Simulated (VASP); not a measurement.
Crystal: Pd.

```
CELL_PARAMETERS angstrom
0.00000 1.95939 1.95939
1.95939 0.00000 1.95939
1.95939 1.95939 0.00000
ATOMIC_POSITIONS crystal
Pd 0.00000 0.00000 0.00000
```

Base run:

```yaml
Program: VASP 6.6.1
Functional: r2SCAN
Dispersion: rVV10
Potentials_or_basis: VASP PAW PBE potentials, release 64 (Pd)
Cutoff: 520 eV
k_mesh: 12 × 12 × 12
Occupations: fermi-dirac, width 0.05 eV
Spin: no spin polarisation
```

Its results: band gap on the k mesh zero (band 5 reaches 9.56 eV, above the bottom of band 6 at 7.93 eV); pressure -3.2 GPa.

Q: After a change of settings the same cell gave: band gap on the k mesh zero (band 5 reaches 9.57 eV, above the bottom of band 6 at 7.94 eV); pressure -1.0 GPa. Which change was it?
A. functional from r2SCAN to PBEsol; dispersion from rVV10 to D3(BJ)
B. functional from r2SCAN to revPBE; dispersion from rVV10 to none
C. dispersion from rVV10 to none; further incar settings from ALGO = Normal; EDIFF = 1e-07; NBANDS = 11 to ALGO = Normal; EDIFF = 1e-06; NBANDS = 11
D. dispersion from rVV10 to D4

A: C.

Caveats: the PAW data sets were made with another functional, which shifts forces and pressure a little.

The runs don't all hold the same shells in valence.
